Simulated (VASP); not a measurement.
# Mo: single point with PBE

The system is Mo.

```xyz
1
Lattice="-1.6197 1.6197 1.6592 1.6197 -1.6197 1.6592 1.6197 1.6197 -1.6592" Properties=species:S:1:pos:R:3 pbc="T T T"
Mo    0.0000    0.0000    0.0000
```

This cell differs from its parent crystal: strain +0.025 along x and y, +0.050 along z.

- Program: VASP 6.6.1
- Task: single point
- Functional: PBE
- Potentials or basis: VASP PAW PBE potentials, release 64 (Mo_sv)
- Cutoff: 520 eV
- k mesh: 26 × 26 × 26
- Occupations: gaussian, width 0.15 eV
- Spin: no spin polarisation
- Dipole correction: no
- Further INCAR settings: ALGO = Fast; EDIFF = 1e-06; NBANDS = 13

```
Pressure               : -20.1 GPa
Band gap on the k mesh : zero (bands 7 and 8 overlap by 4.40 eV)
```

Stress tensor (GPa, compression positive):
```
-18.21   0.00   0.00
  0.00 -18.21   0.00
  0.00   0.00 -23.95
```

Levels at points of the mesh, in eV from the Fermi level:
```
           k point  band 3  band 4  band 5  band 6  band 7  band 8  band 9  band 10  band 11  band 12
(0.00, 0.00, 0.00)  -34.75  -34.75   -6.84   -1.24   -1.24   -1.00    1.33     1.62    14.38    14.80
(0.50, 0.00, 0.00)  -35.07  -34.76   -4.68   -2.82    1.25    1.32    1.99     4.02    10.03    11.78
(0.50, 0.50, 0.00)  -35.09  -34.77   -4.70   -3.08    1.42    1.66    2.10     4.07    10.24    11.65
(0.50, 0.50, 0.50)  -35.43  -35.43   -4.67   -4.62    3.36    3.44    3.44     7.89     8.50     8.50
```

It took 2.5 min on 1 thread of Intel(R) Xeon(R) Platinum 8488C (Sapphire Rapids) (shared host), peak memory 0.38 GiB.

Caveat: the cell differs from its parent crystal (strain +0.025 along x and y, +0.050 along z); the cell stands under tension.
